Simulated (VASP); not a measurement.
The system is NaH (CsCl type).

```
Na H
1.0
     3.20686    0.00000    0.00000
     0.00000    3.20686    0.00000
     0.00000    0.00000    3.20686
Na H
1 1
Direct
  0.00000 0.00000 0.00000
  0.50000 0.50000 0.50000
```

| Quantity | Value |
| --- | --- |
| Program | VASP 6.6.1 |
| Task | relaxation of cell and atoms |
| Functional | PBE |
| Potentials or basis | VASP PAW PBE potentials, release 64 (Na_pv, H) |
| Cutoff | 600 eV |
| k mesh | 12 × 12 × 12 |
| Occupations | fermi-dirac, width 0.08 eV |
| Spin | no spin polarisation |

At the start: pressure -3.7 GPa; volume 16.49 Å³/atom.

Problem. How do energy, volume and symmetry change on relaxing?

Solution. Over 18 steps the energy falls by 47.5 meV/atom and the volume is 13.02 Å³/atom (-21.1 %); space group Pm-3m (No. 221, to 0.05 Å).

The path:
```
step  energy change (eV)  largest force (eV/Å)  pressure (GPa)  volume (Å³)
   1              0.0000                0.0000           -3.66        32.98
   2             -0.0374                0.0000           -3.10        31.21
   3             -0.0867                0.0000           -1.29        27.84
   4             -0.0279                0.0000            5.85        21.84
   5             -0.0945                0.0000            0.32        26.44
   6             -0.0938                0.0000           -0.57        26.70
   7             -0.0942                0.0000           -0.40        26.56
   8             -0.0943                0.0000           -0.41        26.54
   9             -0.0944                0.0000           -0.37        26.49
  10             -0.0944                0.0000           -0.41        26.49
  11             -0.0944                0.0000           -0.31        26.48
  12             -0.0945                0.0000           -0.34        26.46
  13             -0.0945                0.0000           -0.29        26.43
  14             -0.0947                0.0000           -0.25        26.36
  15             -0.0949                0.0000           -0.11        26.23
  16             -0.0949                0.0000            0.10        25.96
  17             -0.0949                0.0000           -0.07        26.09
  18             -0.0949                0.0000            0.04        26.03
```

Final structure:
```
Na H
1.0
     2.96377    0.00000    0.00000
     0.00000    2.96377    0.00000
     0.00000    0.00000    2.96377
Na H
1 1
Direct
  0.00000 0.00000 0.00000
  0.50000 0.50000 0.50000
```

Caveat: the volume moved by over 15 % at a fixed basis, so the end points are rough.
